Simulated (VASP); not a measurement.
# CdI2 (P-3m1) in VASP: further runs, part 2 of 2

VASP 6.6.1.

### 4 Relaxation of the atoms, PBE

Input file INCAR:

```
PREC = Accurate
ENCUT = 450
EDIFF = 1E-7
ISMEAR = 0
SIGMA = 0.1
LREAL = False
LASPH = True
NELM = 120
ALGO = Normal
ISIF = 2
LWAVE = False
LCHARG = False
GGA = PE
IBRION = 2
NSW = 25
EDIFFG = -0.01
GGA_COMPAT = False
NELMIN = 4
```

Input file KPOINTS:

```
Automatic mesh
0
Gamma
  3 3 2
```

Input file POSCAR:

```
CdI2
1.0
    4.2910112908      0.0000000000      0.0000000000
   -2.1455056454      3.7161247857      0.0000000000
    0.0000000000      0.0000000000      7.3035834400
Cd I
1 2
Direct
    0.0000000000      0.0000000000      0.0000000000
    0.3333333333      0.6666666667      0.2357908500
    0.6666666667      0.3333333333      0.7642091500
```

Potentials or basis: VASP PAW PBE potentials, release 64 (Cd, I).

On the command line:

```console
$ cat potpaw_PBE.64/Cd/POTCAR potpaw_PBE.64/I/POTCAR > POTCAR
$ mpirun -np 1 vasp_std > vasp.out
```

OUTCAR:

```text
PREC = Accurate
   ENCUT = 450
   EDIFF = 1E-7
   ISMEAR = 0
   LREAL = False
   LASPH = True
   NELM = 120
   ISIF = 2
   GGA = PE
   IBRION = 2
   NSW = 25
   EDIFFG = -0.01
   NELMIN = 4

 ion  position               nearest neighbor table
   1  0.000  0.000  0.000-   2 3.02   3 3.02   2 3.02   3 3.02   3 3.02   2 3.02
   2  0.333  0.667  0.236-   1 3.02   1 3.02   1 3.02
   3  0.667  0.333  0.764-   1 3.02   1 3.02   1 3.02

  LATTYP: Found a hexagonal cell.
 ALAT       =     4.2910112908
 C/A-ratio  =     1.7020657708

  Lattice vectors:

 A1 = (   4.2910112908,   0.0000000000,   0.0000000000)
 A2 = (  -2.1455056454,   3.7161247857,   0.0000000000)
 A3 = (   0.0000000000,   0.0000000000,   7.3035834400)

Analysis of symmetry for initial positions (statically):
=====================================================================
 Subroutine PRICEL returns:
 Original cell was already a primitive cell.

 Routine SETGRP: Setting up the symmetry group for a
 hexagonal supercell.

 Subroutine GETGRP returns: Found 12 space group operations
 (whereof 12 operations were pure point group operations)
 out of a pool of 24 trial point group operations.

The static configuration has the point symmetry D_3d.

Analysis of symmetry for dynamics (positions and initial velocities):
=====================================================================
 Subroutine PRICEL returns:
 Original cell was already a primitive cell.

 Routine SETGRP: Setting up the symmetry group for a
 hexagonal supercell.

 Subroutine GETGRP returns: Found 12 space group operations
 (whereof 12 operations were pure point group operations)
 out of a pool of 24 trial point group operations.

The dynamic configuration has the point symmetry D_3d.

 Subroutine INISYM returns: Found 12 space group operations
 (whereof 12 operations are pure point group operations),
[... 85 lines left out ...]
   ISIF   =      2    stress and relaxation
   ISYM   =      2    0-nonsym 1-usesym 2-fastsym
   POTIM  = 0.5000    time-step for ionic-motion
   TEBEG  =    0.0;   TEEND  =   0.0 temperature during run
   PSTRESS=    0.0 pullay stress
   NELECT =      26.0000    total number of electrons
   NUPDOWN=      -1.0000    fix difference up-down
   EMIN   =  10.00;   EMAX   =-10.00  energy-range for DOS
   EFERMI =   0.00;   METHOD = LEGACY
   ISMEAR =     0;   SIGMA  =   0.10  broadening in eV -4-tet -1-fermi 0-gaus
   EFERMI_NEDOS =   21; number of points for ismear=-14 and -15
   IALGO  =     38    algorithm
   IMIX   =      4    mixing-type and parameters
     AMIX     =   0.40;   BMIX     =  1.00
     AMIX_MAG =   1.60;   BMIX_MAG =  1.00
  volume/ion in A,a.u.               =      38.82       261.98
  Fermi-wavevector in a.u.,A,eV,Ry     =   0.993125  1.876734 13.419392  0.986298
  Thomas-Fermi vector in A             =   2.124985
   LORBIT       =      0    0 simple, 1 ext, 2 COOP (PROOUT), +10 PAW based schemes
   GGA     = PE    functional components
   LHFCALC =     F    Hartree Fock is set to
   AEXX    =    0.0000 exact exchange contribution
   IVDW    =     0    specifies the selected vdW correction
   LEPSILON=     F    determine dielectric tensor
   LRPA    =     F    only Hartree local field effects (RPA)
 conjugate gradient relaxation of ions
 non-spin polarized calculation
 Gauss-broadening in eV      SIGMA  =   0.10
  energy-cutoff  :      450.00
  volume of cell :      116.46
 maximum number of plane-waves:      2551
 NGX is ok and might be reduce to    30
   NGX = 15   NGY = 15   NGZ = 25

--------------------------------------- Ionic step        1  -------------------------------------------

 number of electron      26.0000002 magnetization

 Free energy of the ion-electron system (eV)
  ---------------------------------------------------
  ext. energy  EPLUGINS =         0.00000000
  ---------------------------------------------------
  free energy    TOTEN  =        -5.41080212 eV

  energy without entropy =       -5.41080212  energy(sigma->0) =       -5.41080212

------------------------ aborting loop because EDIFF is reached ----------------------------------------

  FORCE on cell =-STRESS in cart. coord.  units (eV):
  Direction    XX          YY          ZZ          XY          YZ          ZX
  --------------------------------------------------------------------------------------
  -------------------------------------------------------------------------------------
  Total        1.0440386      1.0440386      0.3260563      0.0000000      0.0000000     -0.0000000
  in kB       14.3628684     14.3628684      4.4855657      0.0000000      0.0000000     -0.0000000
  external PRESSURE =      11.0704341 kB  Pullay stress =       0.0000000 kB
[... 61 lines left out ...]
--------------------------------------- Ionic step        3  -------------------------------------------

 number of electron      26.0000002 magnetization

 Free energy of the ion-electron system (eV)
  ---------------------------------------------------
  ext. energy  EPLUGINS =         0.00000000
  ---------------------------------------------------
  free energy    TOTEN  =        -5.41130196 eV

  energy without entropy =       -5.41130196  energy(sigma->0) =       -5.41130196

 E-fermi :   1.7822     XC(G=0):  -8.1243

 val. band max:        1.2928832632   @ k =   0.0000   0.0000   0.5000
 cond. band min:       3.7204458164   @ k =   0.0000   0.0000   0.0000
 fundamental gap:      2.4275625532
 Fermi energy:         1.7821550557

 k-point     1 :       0.0000    0.0000    0.0000
  band No.  band energies     occupation
      1     -10.5800      2.00000
      2     -10.0181      2.00000
      3      -6.2450      2.00000
      4      -6.2450      2.00000
      5      -6.1407      2.00000
      6      -6.0699      2.00000
[... 139 lines left out ...]
  FREE ENERGIE OF THE ION-ELECTRON SYSTEM (eV)
  ---------------------------------------------------
  free  energy   TOTEN  =        -5.4113019640 eV

  energy  without entropy=       -5.4113019640  energy(sigma->0) =       -5.41130196

 reached required accuracy - stopping structural energy minimisation
```

It took 69 s on 1 thread of Intel Xeon 8259CL, shared host; peak memory 0.21 GiB.

What came out:

```
Free energy                  : -5.4113 eV
Energy gained by relaxing    : 0.2 meV/atom
Ionic steps                  : 3
Pressure after relaxing      : 1.0 GPa
Largest force after relaxing : 0.004 eV/Å
Band gap on the k mesh       : 2.43 eV (least direct gap 2.50 eV)
```

Forces in eV/Å, atoms in the order of the input:
```
Cd   0.000  0.000  0.000
I    0.000  0.000  0.004
I    0.000  0.000 -0.004
```

Stress tensor (GPa, compression positive):
```
1.32 0.00 0.00
0.00 1.32 0.00
0.00 0.00 0.25
```

The path:
| step | energy change (eV) | largest force (eV/Å) | pressure (GPa) |
| --- | --- | --- | --- |
| 1 | 0.0000 | 0.0491 | 1.11 |
| 2 | -0.0002 | 0.0377 | 1.07 |
| 3 | -0.0005 | 0.0038 | 0.97 |

Final structure:
```xyz
3
Lattice="4.2910 0.0000 0.0000 -2.1455 3.7161 0.0000 0.0000 0.0000 7.3036" Properties=species:S:1:pos:R:3 pbc="T T T"
Cd    0.0000    0.0000    0.0000
I     0.0000    2.4774    1.7316
I     2.1455    1.2387    5.5720
```

Caveat: the k points lie up to 0.56 Å⁻¹ apart; spin-orbit coupling is left out, which moves the levels of the heavy elements; this functional lacks dispersion, which binds layers or chains, so the pressure and a relaxed spacing across them are unreliable.

### 5 Summary

| task | level | cell | k mesh | cutoff (eV) | smearing | gap on the mesh (eV) | pressure (GPa) | largest force (eV/Å) |
| --- | --- | --- | --- | --- | --- | --- | --- | --- |
| single point | PBE+D3(BJ) | as given | 6 × 6 × 2 | 500 | methfessel-paxton 0.1 eV | 2.39 | -0.7 | 0.05 |
| single point | r2SCAN | as given | 6 × 6 × 2 | 550 | gaussian 0.1 eV | 2.83 | -0.1 | 0.01 |
| relaxation of the atoms | PBE | atoms relaxed | 3 × 3 × 2 | 450 | gaussian 0.1 eV | 2.43 | 1.0 | - |

Alike in all rows: potentials or basis VASP PAW PBE potentials, release 64 (Cd, I); no spin polarisation.

Caveats: all runs use coarse meshes; spin-orbit coupling is left out, which moves the levels of the heavy elements; three body term missing (at least some runs); the PAW data sets were made with another functional, which shifts forces and pressure a little (at least some runs); this functional lacks dispersion, which binds layers or chains, so the pressure and a relaxed spacing across them are unreliable (at least some runs).

Total energies depend on the potentials used, so only differences within one code and one set of settings carry meaning.
